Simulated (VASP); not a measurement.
Here is a VASP 6.6.1 calculation.

Contents of INCAR:

```
PREC = Accurate
ENCUT = 600
EDIFF = 1E-7
ISMEAR = 0
SIGMA = 0.1
LREAL = F
LASPH = T
NELM = 60
ALGO = Normal
ISIF = 3
LWAVE = F
LCHARG = F
GGA = PS
IBRION = 2
NSW = 90
EDIFFG = -0.04
```

Contents of KPOINTS:

```
regular mesh
0
Gamma
  6 6 4
```

File POSCAR:

```
Cr
1.0
    1.4827270336     -4.7035147593      0.0000000000
    1.4827270336      4.7035147593      0.0000000000
    0.0000000000      0.0000000000      3.9240751706
Cr
4
Direct
    0.0980000000      0.9020000000      0.9100000000
    0.5980000000      0.4020000000      0.5900000000
    0.9020000000      0.0980000000      0.0900000000
    0.4020000000      0.5980000000      0.4100000000
```

Potentials or basis: VASP PAW PBE potentials, release 64 (Cr_pv).

Run with:

```console
$ cat potpaw_PBE.64/Cr_pv/POTCAR > POTCAR
$ mpirun -np 1 vasp_std > vasp.out
```

Q: What does it give for the band gap on the k mesh?

A: Zero (bands 24 and 25 overlap by 1.21 eV).

Q: Estimate the relaxed cell.

A: a = 4.554 Å, b = 4.554 Å, c = 3.892 Å, α = 90.00°, β = 90.00°, γ = 145.00°.

Final structure:
```
Cr
1.0
     1.36945   -4.34337    0.00000
     1.36945    4.34337    0.00000
     0.00000    0.00000    3.89224
Cr
4
Direct
  0.13141 0.86859 0.00006
  0.63141 0.36859 0.49994
  0.86859 0.13141 0.99994
  0.36859 0.63141 0.50006
```

Caveat: the k points lie up to 0.40 Å⁻¹ apart in the final cell, too coarse for converged energies and pressures of a metal; the run has no spin polarisation, though such a crystal can be magnetic. Spin polarisation is off, so any magnetic state and its effect on volume and gap are missing.
